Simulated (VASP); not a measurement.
# SnSe (I4/mmm) in VASP: a series of runs

The runs below take SnSe through single point, relaxation of cell and atoms, with PBE.

Everything below comes from runs of VASP 6.6.1. Logs are shortened: lines on timing, memory, paths and dates and some standing lists are left out, and cuts for length are marked.

## 1. The cell of the first run

The structure is tetragonal, space group I4/mmm (No. 139). Conventional cell: a = 4.556 Å, b = 4.556 Å, c = 5.176 Å, α = 90.00°, β = 90.00°, γ = 90.00°. Sn (site symmetry 4/mmm) has 6 Se at 2.59 to 3.22 Å within 3.4 Å. Within 3.4 Å of Se (site symmetry 4/mmm) lie 6 Sn at 2.59 to 3.22 Å.

## 2. Single point, PBE

Contents of INCAR:

```
PREC     = Accurate       # precision mode
ENCUT    = 520            # plane-wave cutoff, eV
EDIFF    = 1E-7           # SCF threshold, eV
ISMEAR   = 0              # smearing method
SIGMA    = 0.1            # smearing width, eV
LREAL    = F              # projectors in reciprocal space
LASPH    = T              # aspherical terms in the spheres
NELM     = 60             # most SCF steps
ALGO     = Normal         # electronic algorithm
ISIF     = 2              # what is computed and relaxed
LWAVE    = F              # write WAVECAR
LCHARG   = F              # write CHGCAR
GGA      = PE             # functional
NBANDS   = 17             # bands
```

Contents of KPOINTS:

```
regular mesh
0
Gamma
  6 6 6
```

Contents of POSCAR:

```
SnSe
1.0
   -2.2779376100      2.2779376100      2.5877943100
    2.2779376100     -2.2779376100      2.5877943100
    2.2779376100      2.2779376100     -2.5877943100
Sn Se
1 1
Direct
    0.0000000000      0.0000000000      0.0000000000
    0.5000000000      0.5000000000      0.0000000000
```

Potentials or basis: VASP PAW PBE potentials, release 64 (Sn_d, Se).

The run is started by

```console
$ cat potpaw_PBE.64/Sn_d/POTCAR potpaw_PBE.64/Se/POTCAR > POTCAR
$ mpirun -np 1 vasp_std > vasp.out
```

OUTCAR:

```text
PREC = Accurate
   ENCUT = 520
   EDIFF = 1E-7
   ISMEAR = 0
   LREAL = F
   LASPH = T
   NELM = 60
   ISIF = 2
   GGA = PE

 ion  position               nearest neighbor table
   1  0.000  0.000  0.000-   2 2.59   2 2.59   2 3.22   2 3.22   2 3.22   2 3.22
   2  0.500  0.500  0.000-   1 2.59   1 2.59   1 3.22   1 3.22   1 3.22   1 3.22

  LATTYP: Found a body centered tetragonal cell.
 ALAT       =     4.5558752200
 C/A-ratio  =     1.1360251039

  Lattice vectors:

 A1 = (  -2.2779376100,   2.2779376100,   2.5877943100)
 A2 = (   2.2779376100,  -2.2779376100,   2.5877943100)
 A3 = (   2.2779376100,   2.2779376100,  -2.5877943100)

Analysis of symmetry for initial positions (statically):
=====================================================================
 Subroutine PRICEL returns:
 Original cell was already a primitive cell.

 Routine SETGRP: Setting up the symmetry group for a
 body centered tetragonal supercell.

 Subroutine GETGRP returns: Found 16 space group operations
 (whereof 16 operations were pure point group operations)
 out of a pool of 16 trial point group operations.

The static configuration has the point symmetry D_4h.

Analysis of symmetry for dynamics (positions and initial velocities):
=====================================================================
 Subroutine PRICEL returns:
 Original cell was already a primitive cell.

 Routine SETGRP: Setting up the symmetry group for a
 body centered tetragonal supercell.

 Subroutine GETGRP returns: Found 16 space group operations
 (whereof 16 operations were pure point group operations)
 out of a pool of 16 trial point group operations.

The dynamic configuration has the point symmetry D_4h.

 Subroutine INISYM returns: Found 16 space group operations
 (whereof 16 operations are pure point group operations),
 and found     1 'primitive' translations

----------------------------------------------------------------------------------------

                                     Primitive cell

  volume of cell :      53.7123

  direct lattice vectors                    reciprocal lattice vectors
    -2.277937610  2.277937610  2.587794310     0.000000000  0.219496793  0.193214738
     2.277937610 -2.277937610  2.587794310     0.219496793  0.000000000  0.193214738
     2.277937610  2.277937610 -2.587794310     0.219496793  0.219496793  0.000000000
[... 75 lines left out ...]
   PREC   = accura    normal or accurate (medium, high low for compatibility)
   ISTART =      0    job   : 0-new  1-cont  2-samecut
   ICHARG =      2    charge: 1-file 2-atom 10-const
   ISPIN  =      1    spin polarized calculation?
   LNONCOLLINEAR =      F non collinear calculations
   LSORBIT =      F    spin-orbit coupling
   LASPH  =      T    aspherical Exc in radial PAW
   ENCUT  =  520.0 eV  38.22 Ry    6.18 a.u.   7.68  7.68  7.68*2*pi/ulx,y,z
   NELM   =     60;   NELMIN=  2; NELMDL= -5     # of ELM steps
   EDIFF  = 0.1E-06   stopping-criterion for ELM
   LREAL  =      F    real-space projection
   EDIFFG = 0.1E-05   stopping-criterion for IOM
   NSW    =      0    number of steps for IOM
   IBRION =     -1    ionic relax: 0-MD 1-quasi-New 2-CG
   NFREE  =      0    steps in history (QN), initial steepest desc. (CG)
   ISIF   =      2    stress and relaxation
   ISYM   =      2    0-nonsym 1-usesym 2-fastsym
   POTIM  = 0.5000    time-step for ionic-motion
   TEBEG  =    0.0;   TEEND  =   0.0 temperature during run
   PSTRESS=    0.0 pullay stress
   NELECT =      20.0000    total number of electrons
   NUPDOWN=      -1.0000    fix difference up-down
   EMIN   =  10.00;   EMAX   =-10.00  energy-range for DOS
   EFERMI =   0.00;   METHOD = LEGACY
   ISMEAR =     0;   SIGMA  =   0.10  broadening in eV -4-tet -1-fermi 0-gaus
   EFERMI_NEDOS =   21; number of points for ismear=-14 and -15
   IALGO  =     38    algorithm
   IMIX   =      4    mixing-type and parameters
     AMIX     =   0.40;   BMIX     =  1.00
     AMIX_MAG =   1.60;   BMIX_MAG =  1.00
  volume/ion in A,a.u.               =      26.86       181.23
  Fermi-wavevector in a.u.,A,eV,Ry     =   1.177770  2.225662 18.873204  1.387141
  Thomas-Fermi vector in A             =   2.314110
   LORBIT       =      0    0 simple, 1 ext, 2 COOP (PROOUT), +10 PAW based schemes
   GGA     = PE    functional components
   LHFCALC =     F    Hartree Fock is set to
   AEXX    =    0.0000 exact exchange contribution
   IVDW    =     0    specifies the selected vdW correction
   LEPSILON=     F    determine dielectric tensor
   LRPA    =     F    only Hartree local field effects (RPA)
 non-spin polarized calculation
 Gauss-broadening in eV      SIGMA  =   0.10
  energy-cutoff  :      520.00
  volume of cell :       53.71
 maximum number of plane-waves:      1458
   NGX = 15   NGY = 15   NGZ = 15

 number of electron      20.0000000 magnetization

 Free energy of the ion-electron system (eV)
  ---------------------------------------------------
  ext. energy  EPLUGINS =         0.00000000
  ---------------------------------------------------
  free energy    TOTEN  =        -7.42645629 eV

  energy without entropy =       -7.42214594  energy(sigma->0) =       -7.42430112

 E-fermi :   6.4458     XC(G=0):  -9.6284

 val. band max:        6.3928458909   @ k =   0.5000   0.0000  -0.0000
 cond. band min:       6.4473042995   @ k =   0.3333   0.0000   0.0000
 fundamental gap:      0.0544584087
 Fermi energy:         6.4457587957

 k-point     1 :       0.0000    0.0000    0.0000
  band No.  band energies     occupation
      1     -15.9253      2.00000
      2     -15.8982      2.00000
      3     -15.8905      2.00000
      4     -15.8659      2.00000
      5     -15.8659      2.00000
      6      -8.5398      2.00000
[... 457 lines left out ...]
      4     -15.8556      2.00000
      5     -15.8536      2.00000
      6      -7.7795      2.00000
[... 9 lines left out ...]
     16      14.5334      0.00000
     17      16.5484      0.00000

 [... further k-points ...]
[... 5 lines left out ...]
  --------------------------------------------------------------------------------------
  -------------------------------------------------------------------------------------
  Total       -0.8964497     -0.8964497      9.3670696      0.0000000     -0.0000000      0.0000000
  in kB      -26.7401052    -26.7401052    279.4093503      0.0000000     -0.0000000      0.0000000
  external PRESSURE =      75.3097133 kB  Pullay stress =       0.0000000 kB

 VOLUME and BASIS-vectors are now :
 -----------------------------------------------------------------------------
  energy-cutoff  :      520.00
  volume of cell :       53.71
      direct lattice vectors                 reciprocal lattice vectors
    -2.277937610  2.277937610  2.587794310     0.000000000  0.219496793  0.193214738
     2.277937610 -2.277937610  2.587794310     0.219496793  0.000000000  0.193214738
     2.277937610  2.277937610 -2.587794310     0.219496793  0.219496793  0.000000000

 POSITION                                       TOTAL-FORCE (eV/Angst)
 -----------------------------------------------------------------------------------
      0.00000      0.00000      0.00000         0.000000      0.000000      0.000000
      0.00000      0.00000      2.58779         0.000000     -0.000000     -0.000000
 -----------------------------------------------------------------------------------
    total drift:                               -0.000000      0.000000     -0.000000

  FREE ENERGIE OF THE ION-ELECTRON SYSTEM (eV)
  ---------------------------------------------------
  free  energy   TOTEN  =        -7.4264562915 eV

  energy  without entropy=       -7.4221459411  energy(sigma->0) =       -7.42430112
```

stdout:

```text
POSCAR found type information on POSCAR SnSe
 POSCAR found :  2 types and       2 ions
 scaLAPACK will be used
 LDA part: xc-table for (Slater+PW92), standard interpolation
 POSCAR, INCAR and KPOINTS ok, starting setup
 FFT: planning ... GRIDC
 FFT: planning ... GRID_SOFT
 FFT: planning ... GRID
 WAVECAR not read
 entering main loop
```

Wall time 9.1 s (1 thread of Intel Xeon 6975P-C (Granite Rapids), shared host); peak memory 0.18 GiB.

Results:

```
Free energy            : -7.4265 eV
Pressure               : 7.5 GPa
Band gap on the k mesh : zero (band 10 reaches 6.58 eV, above the bottom of band 11 at 6.39 eV)
```

Stress tensor (GPa, compression positive):
```
-2.67  0.00  0.00
 0.00 -2.67  0.00
 0.00  0.00 27.94
```

Levels at points of the mesh, in eV from the Fermi level:
```tsv
k point	band 7	band 8	band 9	band 10	band 11	band 12	band 13	band 14
(0.00, 0.00, 0.00)	-5.37	-4.73	-2.41	-2.41	2.22	2.22	4.88	4.88
(0.50, 0.00, 0.00)	-9.20	-3.00	-2.91	-0.99	-0.05	0.88	1.89	7.32
(0.50, 0.50, 0.00)	-6.30	-6.09	-5.69	-3.08	2.57	2.76	4.55	7.78
(0.50, 0.50, 0.50)	-6.80	-6.74	-4.91	-4.91	1.83	4.26	4.26	7.09
```

Caveat: spin-orbit coupling is left out, which moves the levels of the heavy elements.

## 3. Relaxation of cell and atoms, PBE

Contents of INCAR:

```
PREC = Accurate ; ENCUT = 600
EDIFF = 1E-6 ; ISMEAR = 0
SIGMA = 0.1 ; LREAL = F
LASPH = T ; NELM = 60
ALGO = Normal ; ISIF = 3
LWAVE = F ; LCHARG = F
GGA = PE ; IBRION = 2
NSW = 90 ; EDIFFG = -0.04
```

Contents of KPOINTS:

```
Automatic mesh
0
Gamma
  6 6 6
```

POSCAR is that of step 2.

Potentials or basis: VASP PAW PBE potentials, release 64 (Sn_d, Se).

The run is started by

```console
$ cat potpaw_PBE.64/Sn_d/POTCAR potpaw_PBE.64/Se/POTCAR > POTCAR
$ mpirun -np 1 vasp_std > vasp.out
```

Wall time 51 s (1 thread of Intel Xeon 6975P-C (Granite Rapids), shared host); peak memory 0.23 GiB.

It converged, with:

```yaml
Free_energy: -8.2362 eV
Relaxed_volume: 27.62 Å³/atom
Relaxed_cell: a = 4.275 Å, b = 4.275 Å, c = 4.275 Å, α = 120.00°, β = 120.00°, γ = 90.00°
Space_group_after_relaxing_to_0.05_Å: Fm-3m (No. 225)
Energy_gained_by_relaxing: 404.8 meV/atom
Ionic_steps: 7
Pressure_after_relaxing: 0.0 GPa
Band_gap_on_the_k_mesh: 0.52 eV, direct
```

Step by step:
```tsv
step	energy change (eV)	largest force (eV/Å)	pressure (GPa)	volume (Å³)
1	0.0000	0.0000	7.54	53.71
2	-0.6764	0.0000	-4.74	63.04
3	-0.7166	0.0000	-3.70	60.89
4	-0.7168	0.0000	-3.55	60.75
5	-0.8073	0.0000	-0.74	56.08
6	-0.8079	0.0000	-0.44	55.73
7	-0.8097	0.0000	-0.02	55.24
```

Final structure:
```
Sn Se
1.0
    -2.13747    2.13747    3.02261
     2.13747   -2.13747    3.02261
     2.13747    2.13747   -3.02261
Sn Se
1 1
Direct
  0.00000 0.00000 0.00000
  0.50000 0.50000 0.00000
```

Levels at points of the mesh, in eV from the valence-band top:
```
           k point  band 7  band 8  band 9  band 10  band 11  band 12  band 13  band 14
(0.00, 0.00, 0.00)   -5.11   -2.17   -2.17    -2.17     4.27     4.27     4.27     5.88
(0.50, 0.00, 0.00)   -7.99   -1.93   -1.93     0.00     0.52     1.26     1.26     8.21
(0.50, 0.50, 0.00)   -6.01   -5.39   -3.59    -3.58     3.07     5.27     5.27     5.88
(0.50, 0.50, 0.50)   -6.01   -5.39   -3.59    -3.59     3.06     5.27     5.27     5.88
```

Caveat: spin-orbit coupling is left out, which moves the levels of the heavy elements. A k mesh can miss the band edges.
